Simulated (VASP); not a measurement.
The system is LaB3N4.

```
B La N
1.0
     4.51245    0.00000   -0.02796
     0.00000    2.66824    0.00000
    -0.03107    0.00000    6.41443
B La N
3 1 4
Direct
  0.05109 0.00000 0.76370
  0.88378 0.50000 0.16694
  0.56563 0.50000 0.84329
  0.46233 0.00000 0.39578
  0.72983 0.00000 0.76205
  0.58530 0.50000 0.07988
  0.22242 0.50000 0.75459
  0.99962 0.00000 0.23377
```

Base run:

```yaml
Program: VASP 6.6.1
Functional: r2SCAN
Potentials_or_basis: VASP PAW PBE potentials, release 64 (B, La, N)
Cutoff: 520 eV
k_mesh: 6 × 10 × 4
Occupations: fermi-dirac, width 0.02 eV
Spin: no spin polarisation
```

Its results: band gap on the k mesh zero (bands 20 and 21 overlap by 1.13 eV); pressure 0.1 GPa; largest force 0.226 eV/Å.

Q: The run is repeated on the same cell with these changes: functional from r2SCAN to PBE. What comes out?

A: Band gap on the k mesh zero (bands 20 and 21 overlap by 1.07 eV); pressure 2.2 GPa; largest force 0.429 eV/Å.

Caveats: spin-orbit coupling is left out, which moves the levels of the heavy elements; the PAW data sets were made with another functional, which shifts forces and pressure a little (at least some runs).
